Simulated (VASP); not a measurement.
Si (a cell with a defect), 17 atoms in the cell. The cell holds a defect, 17 atoms: a = 7.679 Å, b = 7.679 Å, c = 7.679 Å, α = 60.00°, β = 60.00°, γ = 60.00°. 

* Program: VASP 6.6.1
* Task: single point
* Functional: LDA
* Potentials or basis: VASP PAW LDA potentials, release 64 (Si)
* Cutoff: 400 eV
* k mesh: 2 × 2 × 2
* Occupations: fermi-dirac, width 0.02 eV
* Spin: no spin polarisation
* Dipole correction: no
* Further INCAR settings: ALGO = Normal; EDIFF = 1e-06; NBANDS = 48

Potentials or basis: VASP PAW LDA potentials, release 64 (Si).

Run with:

```console
$ cat potpaw_LDA.64/Si/POTCAR > POTCAR
$ mpirun -np 1 vasp_std > vasp.out
```

Hardware: 1 thread of Intel(R) Xeon(R) 6975P-C (Granite Rapids) (shared host).

Task: Estimate the wall time of this run.

Result: Wall time 64 s on 1 thread of Intel(R) Xeon(R) 6975P-C (Granite Rapids), on a shared host, peak memory 0.27 GiB. Counts: scf iterations 13, k points 8.
